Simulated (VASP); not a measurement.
# Cd (Fm-3m) in VASP: further runs

Runs on Cd. Level: r2SCAN. Tasks: single point.

All numbers are computed with VASP 6.6.1; they aren't measurements. Logs are shortened: lines on timing, memory, paths and dates and some standing lists are left out, and cuts for length are marked.

## 1. The cell of the first run

It takes space group Fm-3m (No. 225, cubic). The conventional cell has a = 4.432 Å, b = 4.432 Å, c = 4.432 Å, α = 90.00°, β = 90.00°, γ = 90.00°. Cd (site symmetry m-3m) has 12 Cd at 3.13 Å within 4.1 Å.

This isn't the form of Cd at room conditions, which is hcp.

## 2. Single point, r2SCAN

The input, POSCAR:

```
Cd
1.0
    0.0000000000      2.2157649465      2.2157649465
    2.2157649465      0.0000000000      2.2157649465
    2.2157649465      2.2157649465      0.0000000000
Cd
1
Direct
    0.0000000000      0.0000000000      0.0000000000
```

The input, INCAR.step1:

```
ALGO = Normal
EDIFF = 1E-5
ENCUT = 550
GGA = PE
GGA_COMPAT = False
ISMEAR = -1
LASPH = True
LCHARG = False
LREAL = False
LWAVE = True
NBANDS = 12
NELM = 120
PREC = Accurate
SIGMA = 0.1
```

The input, INCAR.step2:

```
ALGO = Normal
EDIFF = 1E-6
ENCUT = 550
GGA_COMPAT = False
ISIF = 2
ISMEAR = -1
ISTART = 1
LASPH = True
LCHARG = True
LELF = True
LMIXTAU = True
LREAL = False
LVHAR = True
LWAVE = False
METAGGA = R2SCAN
NBANDS = 12
NELM = 120
PREC = Accurate
SIGMA = 0.1
```

The input, KPOINTS:

```
k-points
0
Gamma
  12 12 12
```

Potentials or basis: VASP PAW PBE potentials, release 64 (Cd).

Launch:

```
cat potpaw_PBE.64/Cd/POTCAR > POTCAR
cp INCAR.step1 INCAR
mpirun -np 1 vasp_std > vasp.out
cp INCAR.step2 INCAR
mpirun -np 1 vasp_std > vasp.out
```

OUTCAR:

```text
EDIFF = 1E-6
   ENCUT = 550
   ISIF = 2
   ISMEAR = -1
   ISTART = 1
   LASPH = True
   LREAL = False
   METAGGA = R2SCAN
   NELM = 120
   PREC = Accurate

 ion  position               nearest neighbor table
   1  0.000  0.000  0.000-

  LATTYP: Found a face centered cubic cell.
 ALAT       =     4.4315298930

  Lattice vectors:

 A1 = (   0.0000000000,   2.2157649465,   2.2157649465)
 A2 = (   2.2157649465,   0.0000000000,   2.2157649465)
 A3 = (   2.2157649465,   2.2157649465,   0.0000000000)

Analysis of symmetry for initial positions (statically):
=====================================================================
 Subroutine PRICEL returns:
 Original cell was already a primitive cell.

 Routine SETGRP: Setting up the symmetry group for a
 face centered cubic supercell.

 Subroutine GETGRP returns: Found 48 space group operations
 (whereof 48 operations were pure point group operations)
 out of a pool of 48 trial point group operations.

The static configuration has the point symmetry O_h .

Analysis of symmetry for dynamics (positions and initial velocities):
=====================================================================
 Subroutine PRICEL returns:
 Original cell was already a primitive cell.

 Routine SETGRP: Setting up the symmetry group for a
 face centered cubic supercell.

 Subroutine GETGRP returns: Found 48 space group operations
 (whereof 48 operations were pure point group operations)
 out of a pool of 48 trial point group operations.

The dynamic configuration has the point symmetry O_h .

 Subroutine INISYM returns: Found 48 space group operations
 (whereof 48 operations are pure point group operations),
 and found     1 'primitive' translations

----------------------------------------------------------------------------------------

                                     Primitive cell

  volume of cell :      21.7571

  direct lattice vectors                    reciprocal lattice vectors
     0.000000000  2.215764947  2.215764947    -0.225655704  0.225655704  0.225655704
     2.215764947  0.000000000  2.215764947     0.225655704 -0.225655704  0.225655704
     2.215764947  2.215764947  0.000000000     0.225655704  0.225655704 -0.225655704

  length of vectors
     3.133564838  3.133564838  3.133564838     0.390847145  0.390847145  0.390847145

  position of ions in fractional coordinates (direct lattice)
     0.000000000  0.000000000  0.000000000

  ion indices of the primitive-cell ions
   primitive index   ion index
                 1           1

----------------------------------------------------------------------------------------

 KPOINTS: k-points

Automatic generation of k-mesh.
 Grid dimensions read from file:
 generate k-points for:   12   12   12

 Generating k-lattice:

  Cartesian coordinates                     Fractional coordinates (reciprocal lattice)
    -0.018804642  0.018804642  0.018804642     0.083333333  0.000000000  0.000000000
     0.018804642 -0.018804642  0.018804642     0.000000000  0.083333333  0.000000000
     0.018804642  0.018804642 -0.018804642     0.000000000  0.000000000  0.083333333

  Length of vectors
     0.032570595  0.032570595  0.032570595

  Shift w.r.t. Gamma in fractional coordinates (k-lattice)
     0.000000000  0.000000000  0.000000000

 Subroutine IBZKPT returns following result:
 ===========================================

 Found     72 irreducible k-points:

 Following reciprocal coordinates:
            Coordinates               Weight
  0.000000  0.000000  0.000000      1.000000
  0.083333  0.000000  0.000000      8.000000
  0.166667  0.000000  0.000000      8.000000
  0.250000  0.000000  0.000000      8.000000
  0.333333  0.000000  0.000000      8.000000
  0.416667  0.000000  0.000000      8.000000
[... 16 lines left out ...]
  0.500000  0.166667  0.000000     24.000000
 -0.416667  0.166667  0.000000     24.000000
 [... further k-points ...]
   k-points           NKPTS =     72   k-points in BZ     NKDIM =     72   number of bands    NBANDS=     12
   number of dos      NEDOS =    301   number of ions     NIONS =      1
   total plane-waves  NPLWV =  13824
   dimension x,y,z NGX =    24 NGY =   24 NGZ =   24
   dimension x,y,z NGXF=    48 NGYF=   48 NGZF=   48
   ions per type =               1
   NGX,Y,Z   is equivalent  to a cutoff of  12.73, 12.73, 12.73 a.u.
   NGXF,Y,Z  is equivalent  to a cutoff of  25.47, 25.47, 25.47 a.u.
 SYSTEM =  unknown system
   PREC   = accura    normal or accurate (medium, high low for compatibility)
   ISTART =      1    job   : 0-new  1-cont  2-samecut
   ICHARG =      0    charge: 1-file 2-atom 10-const
   ISPIN  =      1    spin polarized calculation?
   LNONCOLLINEAR =      F non collinear calculations
   LSORBIT =      F    spin-orbit coupling
   LASPH  =      T    aspherical Exc in radial PAW
   ENCUT  =  550.0 eV  40.42 Ry    6.36 a.u.   5.99  5.99  5.99*2*pi/ulx,y,z
   NELM   =    120;   NELMIN=  2; NELMDL=  0     # of ELM steps
   EDIFF  = 0.1E-05   stopping-criterion for ELM
   LREAL  =      F    real-space projection
   EDIFFG = 0.1E-04   stopping-criterion for IOM
   NSW    =      0    number of steps for IOM
   IBRION =     -1    ionic relax: 0-MD 1-quasi-New 2-CG
   NFREE  =      0    steps in history (QN), initial steepest desc. (CG)
   ISIF   =      2    stress and relaxation
   ISYM   =      2    0-nonsym 1-usesym 2-fastsym
   POTIM  = 0.5000    time-step for ionic-motion
   TEBEG  =    0.0;   TEEND  =   0.0 temperature during run
   PSTRESS=    0.0 pullay stress
   NELECT =      12.0000    total number of electrons
   NUPDOWN=      -1.0000    fix difference up-down
   EMIN   =  10.00;   EMAX   =-10.00  energy-range for DOS
   EFERMI =   0.00;   METHOD = LEGACY
   ISMEAR =    -1;   SIGMA  =   0.10  broadening in eV -4-tet -1-fermi 0-gaus
   EFERMI_NEDOS =   21; number of points for ismear=-14 and -15
   IALGO  =     38    algorithm
   IMIX   =      4    mixing-type and parameters
     AMIX     =   0.40;   BMIX     =  1.00
     AMIX_MAG =   1.60;   BMIX_MAG =  1.00
  volume/ion in A,a.u.               =      21.76       146.82
  Fermi-wavevector in a.u.,A,eV,Ry     =   1.342564  2.537077 24.524192  1.802477
  Thomas-Fermi vector in A             =   2.470708
   LORBIT       =      0    0 simple, 1 ext, 2 COOP (PROOUT), +10 PAW based schemes
   METAGGA = R2SCAN    functional components
   LHFCALC =     F    Hartree Fock is set to
   AEXX    =    0.0000 exact exchange contribution
   IVDW    =     0    specifies the selected vdW correction
   LEPSILON=     F    determine dielectric tensor
   LRPA    =     F    only Hartree local field effects (RPA)
 non-spin polarized calculation
  energy-cutoff  :      550.00
  volume of cell :       21.76
 maximum number of plane-waves:       650
   NGX = 11   NGY = 11   NGZ = 11

 number of electron      12.0000004 magnetization

 Free energy of the ion-electron system (eV)
  ---------------------------------------------------
  ext. energy  EPLUGINS =         0.00000000
  ---------------------------------------------------
  free energy    TOTEN  =       -20.07524734 eV

  energy without entropy =      -20.06151014  energy(sigma->0) =      -20.06837874

 E-fermi :   2.7963     XC(G=0): -11.7870

 val. band max:        2.7190039349   @ k =  -0.4167   0.3333   0.0000
 cond. band min:       2.8275272006   @ k =  -0.4167   0.0833   0.0000
 fundamental gap:      0.1085232657
 Fermi energy:         2.7962637409

 k-point     1 :       0.0000    0.0000    0.0000
  band No.  band energies     occupation
      1      -6.7708      2.00000
      2      -6.7708      2.00000
      3      -6.7708      2.00000
      4      -6.3440      2.00000
      5      -6.3053      2.00000
      6      -6.3053      2.00000
      7      17.2634      0.00000
      8      18.5687      0.00000
      9      18.5687      0.00000
     10      18.5687      0.00000
     11      21.8546      0.00000
     12      21.8546      0.00000

 k-point     2 :       0.0833    0.0000    0.0000
  band No.  band energies     occupation
      1      -6.7949      2.00000
      2      -6.7414      2.00000
      3      -6.7414      2.00000
      4      -6.3120      2.00000
      5      -6.3120      2.00000
      6      -6.1500      2.00000
      7      15.9498      0.00000
      8      17.6249      0.00000
      9      18.2562      0.00000
     10      18.2562      0.00000
     11      22.3870      0.00000
     12      22.3870      0.00000

 k-point     3 :       0.1667    0.0000    0.0000
  band No.  band energies     occupation
      1      -6.8879      2.00000
      2      -6.6832      2.00000
      3      -6.6832      2.00000
      4      -6.3059      2.00000
      5      -6.3059      2.00000
      6      -5.5379      2.00000
      7      12.6703      0.00000
      8      17.5384      0.00000
      9      17.6472      0.00000
     10      17.6472      0.00000
     11      22.1714      0.00000
     12      23.0532      0.00000
[... 286 lines left out ...]
 k-point    23 :       0.5000    0.1667    0.0000
  band No.  band energies     occupation
      1      -7.1435      2.00000
      2      -6.8146      2.00000
      3      -6.5667      2.00000
      4      -6.2735      2.00000
      5      -5.9079      2.00000
      6       0.1341      2.00000
      7       3.2644      0.01837
      8      11.8988      0.00000
      9      13.6118      0.00000
     10      15.5181      0.00000
     11      23.0313      0.00000
     12      23.1222      0.00000

 k-point    24 :      -0.4167    0.1667    0.0000
  band No.  band energies     occupation
      1      -7.1129      2.00000
      2      -6.8258      2.00000
      3      -6.5876      2.00000
      4      -6.2096      2.00000
      5      -5.9777      2.00000
      6       0.8333      2.00000
      7       2.4773      1.92086
      8      11.1189      0.00000
      9      14.3511      0.00000
     10      15.8638      0.00000
     11      22.4257      0.00000
     12      22.6142      0.00000

 [... further k-points ...]

------------------------ aborting loop because EDIFF is reached ----------------------------------------

  FORCE on cell =-STRESS in cart. coord.  units (eV):
  Direction    XX          YY          ZZ          XY          YZ          ZX
  --------------------------------------------------------------------------------------
  -------------------------------------------------------------------------------------
  Total        0.0317449      0.0317449      0.0317449     -0.0000000     -0.0000000      0.0000000
  in kB        2.3376682      2.3376682      2.3376682     -0.0000000     -0.0000000      0.0000000
  external PRESSURE =       2.3376682 kB  Pullay stress =       0.0000000 kB

 VOLUME and BASIS-vectors are now :
 -----------------------------------------------------------------------------
  energy-cutoff  :      550.00
  volume of cell :       21.76
      direct lattice vectors                 reciprocal lattice vectors
     0.000000000  2.215764947  2.215764947    -0.225655704  0.225655704  0.225655704
     2.215764947  0.000000000  2.215764947     0.225655704 -0.225655704  0.225655704
     2.215764947  2.215764947  0.000000000     0.225655704  0.225655704 -0.225655704

 POSITION                                       TOTAL-FORCE (eV/Angst)
 -----------------------------------------------------------------------------------
      0.00000      0.00000      0.00000        -0.000000     -0.000000      0.000000
 -----------------------------------------------------------------------------------
    total drift:                                0.000000      0.000000     -0.000000

  FREE ENERGIE OF THE ION-ELECTRON SYSTEM (eV)
  ---------------------------------------------------
  free  energy   TOTEN  =       -20.0752473431 eV

  energy  without entropy=      -20.0615101411  energy(sigma->0) =      -20.06837874
```

It took 47 s on 1 thread of Intel Xeon 8259CL, shared host; peak memory 0.15 GiB.

What came out:

```yaml
Free_energy: -20.0752 eV
Pressure: 0.2 GPa
Band_gap_on_the_k_mesh: zero (bands 6 and 7 overlap by 3.45 eV)
```

Caveat: the PAW data sets were made with another functional, which shifts forces and pressure a little.

## 3. Single point, r2SCAN (19.15 Å³/atom)

This run uses another cell than the first one, of 19.15 Å³/atom.

The input, POSCAR:

```
Cd
1.0
    0.0000000000      2.1233320327      2.1233320327
    2.1233320327      0.0000000000      2.1233320327
    2.1233320327      2.1233320327      0.0000000000
Cd
1
Direct
    0.0000000000      0.0000000000      0.0000000000
```

The input, INCAR.step1:

```
PREC     = Accurate       # precision mode
ENCUT    = 550            # plane-wave cutoff, eV
ISMEAR   = -1             # smearing method
SIGMA    = 0.1            # smearing width, eV
LREAL    = F              # projectors in reciprocal space
LASPH    = T              # aspherical terms in the spheres
NELM     = 120            # most SCF steps
NBANDS   = 12             # bands
GGA      = PE             # functional
ALGO     = Normal         # electronic algorithm
EDIFF    = 1E-5           # SCF threshold, eV
LWAVE    = T              # write WAVECAR
LCHARG   = F              # write CHGCAR
GGA_COMPAT= F
```

The input, INCAR.step2:

```
PREC     = Accurate       # precision mode
ENCUT    = 550            # plane-wave cutoff, eV
EDIFF    = 1E-6           # SCF threshold, eV
ISMEAR   = -1             # smearing method
SIGMA    = 0.1            # smearing width, eV
LREAL    = F              # projectors in reciprocal space
LASPH    = T              # aspherical terms in the spheres
NELM     = 120            # most SCF steps
ALGO     = Normal         # electronic algorithm
ISIF     = 2              # what is computed and relaxed
LWAVE    = F              # write WAVECAR
LCHARG   = T              # write CHGCAR
METAGGA  = R2SCAN         # meta-GGA
LMIXTAU  = T            
LELF     = T              # ELF
LVHAR    = T            
NBANDS   = 12             # bands
ISTART   = 1            
GGA_COMPAT= F
```

The input, KPOINTS:

```
regular mesh
0
Gamma
  14 14 14
```

Potentials or basis: VASP PAW PBE potentials, release 64 (Cd).

Launch:

```
cat potpaw_PBE.64/Cd/POTCAR > POTCAR
cp INCAR.step1 INCAR
mpirun -np 1 vasp_std > vasp.out
cp INCAR.step2 INCAR
mpirun -np 1 vasp_std > vasp.out
```

Wall time 62 s (1 thread of Intel Xeon 8259CL, shared host); peak memory 0.16 GiB.

Results (log left out):

```yaml
Free_energy: -20.0116 eV
Pressure: 10.3 GPa
Band_gap_on_the_k_mesh: zero (bands 6 and 7 overlap by 2.50 eV)
```

Levels at points of the mesh, in eV from the Fermi level:
```tsv
k point	band 3	band 4	band 5	band 6	band 7	band 8	band 9	band 10
(0.00, 0.00, 0.00)	-10.02	-10.02	-9.41	-9.41	14.86	17.05	17.05	17.05
(0.50, 0.00, 0.00)	-10.02	-8.91	-8.91	-3.04	-1.11	14.03	14.49	14.49
(0.50, 0.50, 0.00)	-8.94	-8.78	-8.78	-1.29	2.07	7.63	7.63	12.27
```

Caveat: the cell stands under pressure; the PAW data sets were made with another functional, which shifts forces and pressure a little.

(Part 1 of 2 ends here.)
